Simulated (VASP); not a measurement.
Wanted: the native input for a VASP 6.6.1 run.

| Property | Result |
| --- | --- |
| Task | single point |
| Functional | LDA |
| Potentials or basis | VASP PAW LDA potentials, release 64 (Sb, In_d) |
| Cutoff | 500 eV |
| k mesh | 6 × 6 × 6 |
| Occupations | fermi-dirac, width 0.05 eV |
| Spin | no spin polarisation |
| Dipole correction | no |
| Further INCAR settings | ALGO = Normal; EDIFF = 1e-06; NBANDS = 22 |

The structure of InSb3 lies in POSCAR:

```
InSb3
1.0
    0.0000000000      3.7945550000      3.7945550000
    3.7945550000      0.0000000000      3.7945550000
    3.7945550000      3.7945550000      0.0000000000
Sb In
3 1
Direct
    0.5000000000      0.5000000000      0.5000000000
    0.7500000000      0.7500000000      0.7500000000
    0.2500000000      0.2500000000      0.2500000000
    0.0000000000      0.0000000000      0.0000000000
```

These files were run (other wordings do the same):

INCAR

```
  ALGO = Normal
  EDIFF = 1E-6
  ENCUT = 500
  GGA_COMPAT = F
  ISIF = 2
  ISMEAR = -1
  LASPH = T
  LCHARG = F
  LREAL = F
  LWAVE = F
  NBANDS = 22
  NELM = 120
  PREC = Accurate
  SIGMA = 0.05
```

KPOINTS

```
k-points
0
Gamma
  6 6 6
```

Potentials or basis: VASP PAW LDA potentials, release 64 (Sb, In_d).

Launch:

```bash
$ cat potpaw_LDA.64/Sb/POTCAR potpaw_LDA.64/In_d/POTCAR > POTCAR
$ mpirun -np 1 vasp_std > vasp.out
```

Results of the run:

- Pressure: -4.2 GPa
- Band gap on the k mesh: zero (band 14 reaches 8.87 eV, above the bottom of band 15 at 5.46 eV)

Caveat: spin-orbit coupling is left out, which moves the levels of the heavy elements.

It used 47 s of CPU time on 1 thread of AMD EPYC 7R13 Processor (Zen 3) (shared host).
